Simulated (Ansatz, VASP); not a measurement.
## One calculation of Al5N, two programs

```
Al N
1.0
     0.00000    3.64622    3.64622
     3.64622    0.00000    3.64622
     3.64622    3.64622    0.00000
Al N
5 1
Direct
  0.25000 0.25000 0.25000
  0.62457 0.12630 0.62457
  0.62457 0.62457 0.12630
  0.62457 0.62457 0.62457
  0.12630 0.62457 0.62457
  0.00000 0.00000 0.00000
```

Change from the starting cell: species swapped into the Be5Pt type (F-43m, No. 216).

Alike in both runs: functional PBE; k mesh 4 × 4 × 4; occupations gaussian, width 0.1 eV; no spin polarisation.

Ansatz relaxed the structure, and its values are those at the end. VASP's run is a single point on that final structure, the one shown.

|  | VASP | Ansatz |
| --- | --- | --- |
| version | VASP 6.6.1 | Ansatz 0.2.0 |
| potentials or method | VASP PAW PBE potentials, release 64 (Al, N), cutoff 520 eV | scalar-relativistic, plane waves, PAW |
| valence electrons in the cell | 20 | 20 |

```tsv
	VASP	Ansatz	Ansatz less VASP
gap on the k mesh at the Fermi level (eV)	none	none	-
pressure (GPa)	0.3	0.3	+0.03
rms of the force components (eV/Å)	0.005	0.004	-0.0008
```

A gap of «none» marks a metal or a gap that the smearing closes.

The k mesh is coarse, so the values compare programs but aren't converged.
